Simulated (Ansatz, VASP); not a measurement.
# BeTe in VASP and in Ansatz

The input INCAR:

```
ALGO     = Normal         # electronic algorithm
EDIFF    = 1E-8           # SCF threshold, eV
ENCUT    = 520            # plane-wave cutoff, eV
GGA      = PE             # functional
ISIF     = 2              # what is computed and relaxed
ISMEAR   = -1             # smearing method
LASPH    = True           # aspherical terms in the spheres
LCHARG   = False          # write CHGCAR
LEFG     = True         
LREAL    = False          # projectors in reciprocal space
LWAVE    = False          # write WAVECAR
NBANDS   = 11             # bands
NELM     = 60             # most SCF steps
PREC     = Accurate       # precision mode
SIGMA    = 0.05           # smearing width, eV
```

KPOINTS

```
k-points
0
Gamma
  9 9 9
```

File POSCAR:

```
BeTe
1.0
    0.0000000000      2.6803100000      2.6803100000
    2.6803100000      0.0000000000      2.6803100000
    2.6803100000      2.6803100000      0.0000000000
Be Te
1 1
Direct
    0.5000000000      0.5000000000      0.5000000000
    0.0000000000      0.0000000000      0.0000000000
```

input.yaml

```yaml
crystal:
  lattice:
    - [0.0, 2.68031, 2.68031]
    - [2.68031, 0.0, 2.68031]
    - [2.68031, 2.68031, 0.0]
  atoms:
    - { symbol: Be, position: [0.5, 0.5, 0.5] }
    - { symbol: Te, position: [0.0, 0.0, 0.0] }
kpoints:
  mp_grid: { grid: [9, 9, 9] }
scf:
  occupations: { method: fermi_dirac, width: 0.05 }
hamiltonian:
  xc: pbe
  pseudopotentials: { kind: all_electron, datasets: crystal }
output:
  forces: true
  stress: true
  eigenvalues: true
  efg: {}
  elf: true
  volumetric_format: npy
```

Alike in both runs: task electric field gradients; functional PBE; k mesh 9 × 9 × 9; occupations fermi-dirac, width 0.05 eV; no spin polarisation.

|  | VASP | Ansatz |
| --- | --- | --- |
| version | VASP 6.6.1 | Ansatz 0.2.0 |
| potentials or method | VASP PAW PBE potentials, release 64 (Be, Te), cutoff 520 eV | all-electron PAW datasets made for the crystal |

```tsv
	VASP	Ansatz	Ansatz less VASP
gap on the k mesh at the Fermi level (eV)	none	none	-
pressure (GPa)	0.0	-0.1	-0.05
```

A gap of «none» marks a metal or a gap that the smearing closes. Ansatz ran all-electron here, and VASP with PAW potentials.

Neither program's run includes spin-orbit coupling.
